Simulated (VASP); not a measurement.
Crystal: Ni.

```xyz
2
Lattice="2.4316 0.0000 0.0000 -1.2158 2.1058 0.0000 0.0000 0.0000 4.0455" Properties=species:S:1:pos:R:3 pbc="T T T"
Ni    1.2158    0.7019    3.0341
Ni    0.0000    1.4039    1.0114
```

This isn't the form of Ni at room conditions, which is fcc.

Program: VASP 6.6.1. Alike in all runs: task single point; spin collinear, ferromagnetic start; cell as given; cutoff (eV) 520; smearing fermi-dirac 0.05 eV.

Q: Order these runs on this cell by their pressure, lowest first.
A. level PBE; potentials or basis VASP PAW PBE potentials, release 64 (Ni); k mesh 12 × 12 × 7
B. level PBE0; potentials or basis VASP PAW PBE potentials, release 64 (Ni); k mesh 6 × 6 × 4; grid for exact exchange (PRECFOCK) Normal; share of exact exchange 0.25
C. level LDA; potentials or basis VASP PAW LDA potentials, release 64 (Ni); k mesh 12 × 12 × 7

A: C (-6.8 GPa), B (4.2 GPa), A (11.8 GPa).

Caveats: some runs use coarse meshes; the PAW data sets were made with another functional, which shifts forces and pressure a little (at least some runs); the cell stands under pressure (at least some runs); the cell stands under tension (at least some runs).
